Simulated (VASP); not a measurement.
HfSi20H10: single point with PBE

The system is HfSi20H10, a slab with vacuum.

```xyz
31
Lattice="7.6792 0.0000 0.0000 0.0000 7.6792 0.0000 0.0000 0.0000 18.2544" Properties=species:S:1:pos:R:3 pbc="T T T"
H     3.1438    0.0000    1.0000
H     0.6958    0.0000    1.0000
H     6.9834    0.0000    1.0000
H     4.5354    0.0000    1.0000
H     3.1438    3.8396    1.0000
H     0.6958    3.8396    1.0000
H     6.9834    3.8396    1.0000
H     4.5354    3.8396    1.0000
H     2.0197    3.8891    8.6460
H     5.7641    3.6573    8.5778
Si    1.9198    0.0000    1.8655
Si    5.7594    0.0000    1.8655
Si    1.9198    3.8396    1.8655
Si    5.7594    3.8396    1.8655
Si    1.8961    1.9184    3.1752
Si    5.7741    1.9080    3.2251
Si    1.8696    5.7530    3.2790
Si    5.7689    5.7443    3.1880
Si    0.0287    1.8295    4.5813
Si    3.7934    1.9610    4.5156
Si   -0.0940    5.7235    4.6724
Si    3.8783    5.7054    4.5506
Si   -0.0133   -0.0218    6.0488
Si    3.8770   -0.0230    5.7785
Si   -0.0783    3.7067    5.9514
Si    3.8582    3.8080    5.9607
Si    1.9727   -0.8289    7.2038
Si    5.7118    0.5381    7.4656
Si    1.8992    3.6014    7.1803
Si    5.7035    3.0024    7.2209
Hf   10.8536    1.2907    7.8578
```

```
Program             : VASP 6.6.1
Task                : single point
Functional          : PBE
Potentials or basis : VASP PAW PBE potentials, release 64 (H, Si, Hf_pv)
Cutoff              : 520 eV
k mesh              : 2 × 2 × 1
Occupations         : gaussian, width 0.05 eV
Spin                : no spin polarisation
```

```yaml
Largest_force: 0.622 eV/Å
Band_gap_on_the_k_mesh: 0.16 eV, indirect (least direct gap 0.20 eV)
```

Forces on the atoms (eV/Å):
```
H   -0.596 -0.106  0.012
H    0.617 -0.052 -0.022
H   -0.608  0.020 -0.014
H    0.620 -0.010 -0.028
H   -0.598  0.069  0.025
H    0.613  0.068 -0.058
H   -0.606 -0.045 -0.059
H    0.620 -0.047 -0.022
H   -0.016  0.325  0.241
H   -0.031 -0.029 -0.001
Si  -0.067 -0.298  0.109
Si  -0.043 -0.024 -0.044
Si  -0.194  0.225  0.065
Si   0.088 -0.203 -0.091
Si  -0.014  0.015 -0.019
Si   0.012 -0.006  0.028
Si   0.007 -0.030 -0.026
Si   0.016 -0.020  0.005
Si   0.024 -0.004 -0.020
Si  -0.066 -0.011  0.071
Si   0.045  0.033  0.029
Si  -0.054  0.012 -0.001
Si   0.073  0.041  0.074
Si   0.061 -0.079  0.035
Si  -0.011  0.084  0.016
Si  -0.058  0.024  0.004
Si  -0.009  0.072 -0.023
Si  -0.006 -0.047 -0.054
Si  -0.081 -0.197 -0.144
Si  -0.020  0.022  0.006
Hf   0.283  0.199 -0.095
```

Levels at points of the mesh, in eV from the valence-band top:
```csv
k point,band 46,band 47,band 48,band 49,band 50,band 51,band 52,band 53,band 54,band 55
"(0.00, 0.00, 0.00)",-1.21,-1.14,-1.03,-0.95,-0.03,0.16,0.63,0.86,1.02,1.21
"(0.50, 0.00, 0.00)",-1.28,-1.15,-1.10,-0.89,0.00,0.35,0.69,1.12,1.19,1.32
"(0.00, 0.50, 0.00)",-1.44,-1.13,-0.96,-0.66,-0.32,0.33,0.79,0.88,1.04,1.24
"(0.50, 0.50, 0.00)",-1.81,-1.49,-1.11,-0.71,-0.39,0.46,0.74,1.10,1.31,1.56
```

Run time: 11 min on 1 thread of Intel(R) Xeon(R) Platinum 8259CL CPU @ 2.50GHz (Skylake/Cascade Lake), with other jobs on the host, peak memory 1.1 GiB.

Caveat: spin-orbit coupling is left out, which moves the levels of the heavy elements.
